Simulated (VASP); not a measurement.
Crystal: Ge.

```
Ge
1.0
     0.00000    2.82900    2.82900
     2.82900    0.00000    2.82900
     2.82900    2.82900    0.00000
Ge
2
Direct
  0.00000 0.00000 0.00000
  0.25000 0.25000 0.25000
```

Program: VASP 6.6.1. Alike in all runs: task single point; no spin polarisation; cell as given; k mesh 10 × 10 × 10; cutoff (eV) 520; smearing gaussian 0.03 eV.

**Question.** Order these runs on this cell by their pressure, lowest first.
A. level LDA; potentials or basis VASP PAW LDA potentials, release 64 (Ge_d)
B. level PBE; potentials or basis VASP PAW PBE potentials, release 64 (Ge_d)
C. level r2SCAN; potentials or basis VASP PAW PBE potentials, release 64 (Ge_d)

**Answer.** A (-1.2 GPa), C (0.7 GPa), B (3.5 GPa).

Caveats: the PAW data sets were made with another functional, which shifts forces and pressure a little (some runs).
